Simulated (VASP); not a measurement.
A run of VASP 6.6.1 is set up as follows.

The input INCAR:

```
PREC     = Accurate       # precision mode
ENCUT    = 520            # plane-wave cutoff, eV
EDIFF    = 1E-6           # SCF threshold, eV
ISMEAR   = 0              # smearing method
SIGMA    = 0.1            # smearing width, eV
LREAL    = F              # projectors in reciprocal space
LASPH    = T              # aspherical terms in the spheres
NELM     = 80             # most SCF steps
ALGO     = Normal         # electronic algorithm
ISIF     = 2              # what is computed and relaxed
LWAVE    = F              # write WAVECAR
LCHARG   = F              # write CHGCAR
GGA      = PE             # functional
NBANDS   = 20             # bands
```

File KPOINTS:

```
regular mesh
0
Gamma
  4 4 4
```

The input POSCAR:

```
Al4Cu
1.0
    0.0000000000      3.7058307940      3.7058307940
    3.7058307940      0.0000000000      3.7058307940
    3.7058307940      3.7058307940      0.0000000000
Al Cu
4 1
Direct
    0.6255891272      0.6255891272      0.6255891272
    0.6255891272      0.6255891272      1.1232326183
    0.6255891272      1.1232326183      0.6255891272
    1.1232326183      0.6255891272      0.6255891272
    0.2500000000      0.2500000000      0.2500000000
```

Potentials or basis: VASP PAW PBE potentials, release 64 (Al, Cu).

Run with:

```sh
$ cat potpaw_PBE.64/Al/POTCAR potpaw_PBE.64/Cu/POTCAR > POTCAR
$ mpirun -np 1 vasp_std > vasp.out
```

(1) What does it give for the band gap on the k mesh?

(2) Estimate the pressure.

Results:

(1) zero (an odd number of electrons rules out a gap without spin polarisation).

(2) 0.0 GPa.

Caveat: the k points lie up to 0.37 Å⁻¹ apart, too coarse for converged energies and pressures of a metal.
